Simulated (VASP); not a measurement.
A run of VASP 6.6.1:

INCAR

```
PREC = Accurate ; ENCUT = 500
EDIFF = 1E-6 ; ISMEAR = -1
SIGMA = 0.1 ; LREAL = F
LASPH = T ; NELM = 120
ALGO = Normal ; ISIF = 2
LWAVE = F ; LCHARG = F
GGA = CA ; NBANDS = 13
GGA_COMPAT = F
```

KPOINTS

```
Automatic mesh
0
Gamma
  10 10 10
```

The input POSCAR:

```
Mo
1.0
   -1.5838090000      1.5838090000      1.5838090000
    1.5838090000     -1.5838090000      1.5838090000
    1.5838090000      1.5838090000     -1.5838090000
Mo
1
Direct
    0.0000000000      0.0000000000      0.0000000000
```

Potentials or basis: VASP PAW LDA potentials, release 64 (Mo_sv).

Command:

```bash
$ cat potpaw_LDA.64/Mo_sv/POTCAR > POTCAR
$ mpirun -np 1 vasp_std > vasp.out
```

Hardware: 1 thread of Intel(R) Xeon(R) Platinum 8488C (Sapphire Rapids), on a shared host.

**Question.** How long does it take, and how much memory?

**Answer.** It took 5.8 s on 1 thread of Intel(R) Xeon(R) Platinum 8488C (Sapphire Rapids) (shared host), peak memory 0.12 GiB. Counts: scf iterations 11, k points 47.
